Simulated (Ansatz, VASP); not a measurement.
**Tl: VASP beside Ansatz**

```
Tl
1.0
     3.40961    0.00000    0.00000
    -1.70480    2.95281    0.00000
     0.00000    0.00000    3.27144
Tl
1
Direct
  0.00000 0.00000 0.50000
```

Alike in both runs: functional PBE; k mesh 18 × 18 × 18; occupations gaussian, width 0.1 eV; no spin polarisation.

Ansatz relaxed the structure, and its values are those at the end. VASP's run is a single point on that final structure, the one shown.

|  | VASP | Ansatz |
| --- | --- | --- |
| version | VASP 6.6.1 | Ansatz 0.2.0 |
| potentials or method | VASP PAW PBE potentials, release 64 (Tl_d), cutoff 520 eV | scalar-relativistic, plane waves, PAW |
| valence electrons in the cell | 13 | 13 |

```csv
,VASP,Ansatz,Ansatz less VASP
gap on the k mesh at the Fermi level (eV),none,none,-
pressure (GPa),-0.1,0.0,+0.06
```

A gap of «none» marks a metal or a gap that the smearing closes. With one functional, cell and mesh, what is left measures potentials, basis and numerics.

Neither program's run includes spin-orbit coupling.
